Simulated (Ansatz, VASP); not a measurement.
## One calculation of TiO2, two programs

```
Ti O
1.0
     1.49733    0.86448    6.98154
    -1.49733    0.86448    6.98154
     0.00000   -1.72897    6.98154
Ti O
1 2
Direct
  0.00000 0.00000 0.00000
  0.37953 0.37953 0.37953
  0.62047 0.62047 0.62047
```

Alike in both runs: task single point; functional PBE; k mesh 10 × 10 × 10; occupations fermi-dirac, width 0.05 eV; no spin polarisation.

|  | VASP | Ansatz |
| --- | --- | --- |
| version | VASP 6.6.1 | Ansatz 0.2.0 |
| potentials or method | VASP PAW PBE potentials, release 64 (Ti_sv, O) | Ansatz PAW |
| plane-wave cutoff (eV) | 520 | 420 |
| valence electrons in the cell | 24 | 24 |

VASP gave:

* gap on the k mesh at the Fermi level (eV): 2.67
* least direct gap on the mesh (eV): 2.85
* pressure (GPa): -0.3
* traceless stress, the component that is largest in VASP (GPa): -0.06
* rms of the force components (eV/Å): 0.017

Problem. Estimate Ansatz's values.

Solution. gap on the k mesh at the Fermi level (eV): 2.69; least direct gap on the mesh (eV): 2.87; pressure (GPa): -0.8; traceless stress, the component that is largest in VASP (GPa): 0.18; rms of the force components (eV/Å): 0.045.

Atom by atom the forces differ by 0.028 eV/Å (rms over components).
